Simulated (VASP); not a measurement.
**GaSb (CsCl type): single point with PBE**

The system is GaSb (CsCl type).

```
CELL_PARAMETERS angstrom
3.11290 0.00000 0.00000
0.00000 3.11290 0.00000
0.00000 0.00000 3.11290
ATOMIC_POSITIONS crystal
Ga 0.00000 0.00000 0.00000
Sb 0.50000 0.50000 0.50000
```

This cell differs from its parent crystal: volume scaled by 0.64.

- Program: VASP 6.6.1
- Task: single point
- Functional: PBE
- Potentials or basis: VASP PAW PBE potentials, release 64 (Ga_d, Sb)
- Cutoff: 520 eV
- k mesh: 13 × 13 × 13
- Occupations: fermi-dirac, width 0.1 eV
- Spin: no spin polarisation

```
Pressure               : 66.3 GPa
Band gap on the k mesh : zero (band 9 reaches 15.85 eV, above the bottom of band 10 at 10.13 eV)
```

Levels at points of the mesh, in eV from the Fermi level:
```tsv
k point	band 7	band 8	band 9	band 10	band 11	band 12
(0.00, 0.00, 0.00)	-1.19	-1.19	-1.19	1.10	3.70	3.70
```

It took 14 s on 1 thread of Intel(R) Xeon(R) Platinum 8375C CPU @ 2.90GHz (Ice Lake), with other jobs on the host, peak memory 0.17 GiB.

Caveat: spin-orbit coupling is left out, which moves the levels of the heavy elements.
